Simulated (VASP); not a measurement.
Runs of VASP 6.6.1 on Na. The structure is that of space group Fm-3m (No. 225), or close to it. The cells are those of the table. This isn't the form of Na at room conditions, which is bcc.

```csv
task,cell,k mesh,cutoff (eV),gap on the mesh (eV),pressure (GPa)
single point,"a = 3.754 Å, angles 60.0°, 1 atom",17 × 17 × 17,520,none,0.0
single point,"a = 3.804 Å, angles 60.0°, 1 atom",12 × 12 × 12,520,none,(a)
relaxation of cell and atoms,"relaxed from a = 3.764 Å, angles 60.0°, 1 atom",10 × 10 × 10,600,none,0.0
single point,"a = 3.754 Å, angles 60.0°, 1 atom",10 × 10 × 10,520,none,0.0
single point,"a = 3.704 Å, angles 60.0°, 1 atom",12 × 12 × 12,520,none,0.3
```

Alike in all rows: level BLYP; potentials or basis VASP PAW PBE potentials, release 64 (Na_pv); no spin polarisation; smearing fermi-dirac 0.1 eV.

Task: Fill in the values left out.

Result: (a) -0.3.

Caveats: the PAW data sets were made with another functional, which shifts forces and pressure a little.

A gap of «none» marks levels without a gap at the run's occupations.
